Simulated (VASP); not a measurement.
# InP (Fmmm) in VASP: single point with PBE

Aim: the single point of InP with PBE.

Everything below comes from runs of VASP 6.6.1. Logs are shortened: lines on timing, memory, paths and dates and some standing lists are left out, and cuts for length are marked.

## Step 1: The cell of the first run

The structure is orthorhombic, space group Fmmm (No. 69). Conventional cell: a = 5.319 Å, b = 5.503 Å, c = 5.799 Å, α = 90.00°, β = 90.00°, γ = 90.00°. Within 3.5 Å of In (site symmetry mmm) lie 6 P at 2.66 to 2.90 Å. P (site symmetry mmm) has 6 In at 2.66 to 2.90 Å within 3.5 Å.

## Step 2: Single point, PBE

INCAR reads:

```
SYSTEM = InP
PREC = Accurate
ENCUT = 520
EDIFF = 1E-6
ISMEAR = 0
SIGMA = 0.15
LREAL = .FALSE.
LASPH = .TRUE.
NELM = 100
ALGO = Normal
ISIF = 2
LWAVE = .FALSE.
LCHARG = .FALSE.
GGA = PE
NBANDS = 16
```

KPOINTS reads:

```
Automatic mesh
0
G
  18 18 18
  0 0 0
```

POSCAR reads:

```
InP
1.0
    0.0000000000      2.8995269060      2.6593539980
    2.7516003398      0.0000000000      2.6593539980
    2.7516003398      2.8995269060      0.0000000000
In P
1 1
Direct
    0.0000000000      0.0000000000      0.0000000000
    0.5000000000      0.5000000000      0.5000000000
```

Potentials or basis: VASP PAW PBE potentials, release 64 (In_d, P).

The run is started by

```
$ cat potpaw_PBE.64/In_d/POTCAR potpaw_PBE.64/P/POTCAR > POTCAR
$ mpirun -np 1 vasp_std > vasp.out
```

OUTCAR:

```text
SYSTEM = InP
   PREC = Accurate
   ENCUT = 520
   EDIFF = 1E-6
   ISMEAR = 0
   LREAL = .FALSE.
   LASPH = .TRUE.
   NELM = 100
   ISIF = 2
   GGA = PE

 ion  position               nearest neighbor table
   1  0.000  0.000  0.000-   2 2.66   2 2.66   2 2.75   2 2.75   2 2.90   2 2.90
   2  0.500  0.500  0.500-   1 2.66   1 2.66   1 2.75   1 2.75   1 2.90   1 2.90

  LATTYP: Found a face centered orthorhombic cell.
 ALAT       =     5.3187079960
 B/A-ratio  =     1.0346875000
 C/A-ratio  =     1.0903125000

  Lattice vectors:

 A1 = (   2.7516003398,   2.8995269060,   0.0000000000)
 A2 = (   0.0000000000,   2.8995269060,   2.6593539980)
 A3 = (   2.7516003398,   0.0000000000,   2.6593539980)

Analysis of symmetry for initial positions (statically):
=====================================================================
 Subroutine PRICEL returns:
 Original cell was already a primitive cell.

 Routine SETGRP: Setting up the symmetry group for a
 face centered orthorhombic supercell.

 Subroutine GETGRP returns: Found  8 space group operations
 (whereof  8 operations were pure point group operations)
 out of a pool of  8 trial point group operations.

The static configuration has the point symmetry D_2h.

Analysis of symmetry for dynamics (positions and initial velocities):
=====================================================================
 Subroutine PRICEL returns:
 Original cell was already a primitive cell.

 Routine SETGRP: Setting up the symmetry group for a
 face centered orthorhombic supercell.

 Subroutine GETGRP returns: Found  8 space group operations
 (whereof  8 operations were pure point group operations)
 out of a pool of  8 trial point group operations.

The dynamic configuration has the point symmetry D_2h.

 Subroutine INISYM returns: Found  8 space group operations
 (whereof  8 operations are pure point group operations),
 and found     1 'primitive' translations

----------------------------------------------------------------------------------------

                                     Primitive cell

  volume of cell :      42.4345

  direct lattice vectors                    reciprocal lattice vectors
     0.000000000  2.899526906  2.659353998    -0.181712436  0.172441925  0.188015586
     2.751600340  0.000000000  2.659353998     0.181712436 -0.172441925  0.188015586
     2.751600340  2.899526906  0.000000000     0.181712436  0.172441925 -0.188015586

  length of vectors
     3.934389402  3.826678471  3.997319190     0.313217955  0.313217955  0.313217955

  position of ions in fractional coordinates (direct lattice)
     0.000000000  0.000000000  0.000000000
     0.500000000  0.500000000  0.500000000

  ion indices of the primitive-cell ions
   primitive index   ion index
                 1           1
                 2           2

----------------------------------------------------------------------------------------

 KPOINTS: Automatic mesh

Automatic generation of k-mesh.
 Grid dimensions read from file:
 generate k-points for:   18   18   18

 Generating k-lattice:

  Cartesian coordinates                     Fractional coordinates (reciprocal lattice)
    -0.010095135  0.009580107  0.010445310     0.055555556  0.000000000  0.000000000
     0.010095135 -0.009580107  0.010445310     0.000000000  0.055555556 -0.000000000
     0.010095135  0.009580107 -0.010445310     0.000000000 -0.000000000  0.055555556

  Length of vectors
     0.017400997  0.017400997  0.017400997

  Shift w.r.t. Gamma in fractional coordinates (k-lattice)
     0.000000000  0.000000000  0.000000000

 Subroutine IBZKPT returns following result:
 ===========================================

 Found    865 irreducible k-points:

 Following reciprocal coordinates:
            Coordinates               Weight
  0.000000  0.000000  0.000000      1.000000
  0.055556 -0.000000 -0.000000      8.000000
  0.111111 -0.000000 -0.000000      8.000000
  0.166667 -0.000000 -0.000000      8.000000
  0.222222 -0.000000 -0.000000      8.000000
  0.277778  0.000000  0.000000      8.000000
[... 16 lines left out ...]
 -0.277778  0.055556 -0.000000      8.000000
 -0.222222  0.055556  0.000000      8.000000
 [... further k-points ...]
   k-points           NKPTS =    865   k-points in BZ     NKDIM =    865   number of bands    NBANDS=     16
   number of dos      NEDOS =    301   number of ions     NIONS =      2
   total plane-waves  NPLWV =  25200
   dimension x,y,z NGX =    30 NGY =   28 NGZ =   30
   dimension x,y,z NGXF=    60 NGYF=   56 NGZF=   60
   ions per type =               1   1
   NGX,Y,Z   is equivalent  to a cutoff of  12.68, 12.16, 12.48 a.u.
   NGXF,Y,Z  is equivalent  to a cutoff of  25.35, 24.33, 24.95 a.u.
 SYSTEM =  InP
   PREC   = accura    normal or accurate (medium, high low for compatibility)
   ISTART =      0    job   : 0-new  1-cont  2-samecut
   ICHARG =      2    charge: 1-file 2-atom 10-const
   ISPIN  =      1    spin polarized calculation?
   LNONCOLLINEAR =      F non collinear calculations
   LSORBIT =      F    spin-orbit coupling
   LASPH  =      T    aspherical Exc in radial PAW
   ENCUT  =  520.0 eV  38.22 Ry    6.18 a.u.   7.32  7.12  7.43*2*pi/ulx,y,z
   NELM   =    100;   NELMIN=  2; NELMDL= -5     # of ELM steps
   EDIFF  = 0.1E-05   stopping-criterion for ELM
   LREAL  =      F    real-space projection
   EDIFFG = 0.1E-04   stopping-criterion for IOM
   NSW    =      0    number of steps for IOM
   IBRION =     -1    ionic relax: 0-MD 1-quasi-New 2-CG
   NFREE  =      0    steps in history (QN), initial steepest desc. (CG)
   ISIF   =      2    stress and relaxation
   ISYM   =      2    0-nonsym 1-usesym 2-fastsym
   POTIM  = 0.5000    time-step for ionic-motion
   TEBEG  =    0.0;   TEEND  =   0.0 temperature during run
   PSTRESS=    0.0 pullay stress
   NELECT =      18.0000    total number of electrons
   NUPDOWN=      -1.0000    fix difference up-down
   EMIN   =  10.00;   EMAX   =-10.00  energy-range for DOS
   EFERMI =   0.00;   METHOD = LEGACY
   ISMEAR =     0;   SIGMA  =   0.15  broadening in eV -4-tet -1-fermi 0-gaus
   EFERMI_NEDOS =   21; number of points for ismear=-14 and -15
   IALGO  =     38    algorithm
   IMIX   =      4    mixing-type and parameters
     AMIX     =   0.40;   BMIX     =  1.00
     AMIX_MAG =   1.60;   BMIX_MAG =  1.00
  volume/ion in A,a.u.               =      21.22       143.18
  Fermi-wavevector in a.u.,A,eV,Ry     =   1.230059  2.324475 20.586246  1.513046
  Thomas-Fermi vector in A             =   2.364923
   LORBIT       =      0    0 simple, 1 ext, 2 COOP (PROOUT), +10 PAW based schemes
   GGA     = PE    functional components
   LHFCALC =     F    Hartree Fock is set to
   AEXX    =    0.0000 exact exchange contribution
   IVDW    =     0    specifies the selected vdW correction
   LEPSILON=     F    determine dielectric tensor
   LRPA    =     F    only Hartree local field effects (RPA)
 non-spin polarized calculation
 Gauss-broadening in eV      SIGMA  =   0.15
  energy-cutoff  :      520.00
  volume of cell :       42.43
 maximum number of plane-waves:      1160
 NGX is ok and might be reduce to    30
   NGX = 15   NGY = 15   NGZ = 15

 number of electron      18.0000001 magnetization

 Free energy of the ion-electron system (eV)
  ---------------------------------------------------
  ext. energy  EPLUGINS =         0.00000000
  ---------------------------------------------------
  free energy    TOTEN  =        -7.86917883 eV

  energy without entropy =       -7.85563240  energy(sigma->0) =       -7.86240562

 E-fermi :   7.0498     XC(G=0): -10.3913

 val. band max:        7.0456946647   @ k =  -0.3333   0.0556   0.0556
 cond. band min:       7.0518266693   @ k =  -0.4444   0.0556  -0.0000
 fundamental gap:      0.0061320046
 Fermi energy:         7.0497547545

 k-point     1 :       0.0000    0.0000    0.0000
  band No.  band energies     occupation
      1      -7.2249      2.00000
      2      -7.1954      2.00000
      3      -7.1915      2.00000
      4      -7.1683      2.00000
      5      -7.1505      2.00000
      6      -4.9730      2.00000
[... 8 lines left out ...]
     15      15.6956      0.00000
     16      16.1391      0.00000

 k-point     2 :       0.0556   -0.0000   -0.0000
  band No.  band energies     occupation
      1      -7.2254      2.00000
      2      -7.1944      2.00000
      3      -7.1919      2.00000
      4      -7.1672      2.00000
      5      -7.1497      2.00000
      6      -4.9353      2.00000
[... 8 lines left out ...]
     15      15.3902      0.00000
     16      16.2710      0.00000

 k-point     3 :       0.1111   -0.0000   -0.0000
  band No.  band energies     occupation
      1      -7.2279      2.00000
      2      -7.1986      2.00000
      3      -7.1861      2.00000
      4      -7.1638      2.00000
      5      -7.1471      2.00000
      6      -4.8226      2.00000
[... 8 lines left out ...]
     15      15.0414      0.00000
     16      15.9151      0.00000

 k-point     4 :       0.1667   -0.0000   -0.0000
  band No.  band energies     occupation
      1      -7.2333      2.00000
      2      -7.2065      2.00000
      3      -7.1785      2.00000
      4      -7.1566      2.00000
      5      -7.1413      2.00000
      6      -4.6367      2.00000
[... 8 lines left out ...]
     15      15.1450      0.00000
     16      15.6702      0.00000
[... 324 lines left out ...]
 k-point    22 :      -0.3333    0.0556    0.0000
  band No.  band energies     occupation
      1      -7.2723      2.00000
      2      -7.2365      2.00000
      3      -7.1770      2.00000
      4      -7.1084      2.00000
      5      -7.1069      2.00000
      6      -3.5589      2.00000
[... 8 lines left out ...]
     15      16.7275      0.00000
     16      17.5764      0.00000

 k-point    23 :      -0.2778    0.0556   -0.0000
  band No.  band energies     occupation
      1      -7.2621      2.00000
      2      -7.2288      2.00000
      3      -7.1760      2.00000
      4      -7.1253      2.00000
      5      -7.1162      2.00000
      6      -3.9220      2.00000
[... 8 lines left out ...]
     15      16.1539      0.00000
     16      16.9562      0.00000

 k-point    24 :      -0.2222    0.0556    0.0000
  band No.  band energies     occupation
      1      -7.2514      2.00000
      2      -7.2196      2.00000
      3      -7.1767      2.00000
      4      -7.1424      2.00000
      5      -7.1256      2.00000
      6      -4.2517      2.00000
[... 8 lines left out ...]
     15      16.0782      0.00000
     16      16.3964      0.00000

 [... further k-points ...]
[... 5 lines left out ...]
  --------------------------------------------------------------------------------------
  -------------------------------------------------------------------------------------
  Total        0.1886582     -0.9228062      1.4539530      0.0000000      0.0000000     -0.0000000
  in kB        7.1230771    -34.8419499     54.8962026      0.0000000      0.0000000     -0.0000000
  external PRESSURE =       9.0591099 kB  Pullay stress =       0.0000000 kB

 VOLUME and BASIS-vectors are now :
 -----------------------------------------------------------------------------
  energy-cutoff  :      520.00
  volume of cell :       42.43
      direct lattice vectors                 reciprocal lattice vectors
     0.000000000  2.899526906  2.659353998    -0.181712436  0.172441925  0.188015586
     2.751600340  0.000000000  2.659353998     0.181712436 -0.172441925  0.188015586
     2.751600340  2.899526906  0.000000000     0.181712436  0.172441925 -0.188015586

 POSITION                                       TOTAL-FORCE (eV/Angst)
 -----------------------------------------------------------------------------------
      0.00000      0.00000      0.00000         0.000000     -0.000000      0.000000
      2.75160      2.89953      2.65935         0.000000      0.000000     -0.000000
 -----------------------------------------------------------------------------------
    total drift:                               -0.000000      0.000000      0.000000

  FREE ENERGIE OF THE ION-ELECTRON SYSTEM (eV)
  ---------------------------------------------------
  free  energy   TOTEN  =        -7.8691788342 eV

  energy  without entropy=       -7.8556324010  energy(sigma->0) =       -7.86240562
```

Wall time 4.5 min (1 thread of AMD EPYC 9R45 (Zen 5), shared host); peak memory 0.6 GiB.

Results:

* Free energy: -7.8692 eV
* Pressure: 0.9 GPa
* Band gap on the k mesh: zero (band 9 reaches 7.44 eV, above the bottom of band 10 at 4.84 eV)

Levels at points of the mesh, in eV from the Fermi level:
```csv
k point,band 5,band 6,band 7,band 8,band 9,band 10,band 11,band 12,band 13,band 14
"(0.00, 0.00, 0.00)",-14.20,-12.02,-0.68,-0.33,0.08,0.57,6.79,7.18,7.20,7.42
"(0.50, 0.00, 0.00)",-14.13,-9.97,-6.67,-0.07,0.31,2.28,3.26,3.82,5.32,11.00
"(0.50, 0.50, 0.00)",-14.09,-8.49,-4.97,-2.85,-2.82,-2.21,3.68,8.92,10.43,10.45
"(0.50, 0.00, 0.50)",-14.11,-9.30,-4.94,-2.36,-1.98,-1.96,4.06,9.62,9.71,10.66
"(0.00, 0.50, 0.50)",-14.09,-8.78,-4.98,-2.86,-2.54,-1.85,3.86,8.57,10.16,11.14
```

Caveat: the cell differs from its parent crystal (strain +e along x and -e along y -0.0267, strain +e along z and -e/2 along x and y -0.0400); spin-orbit coupling is left out, which moves the levels of the heavy elements.
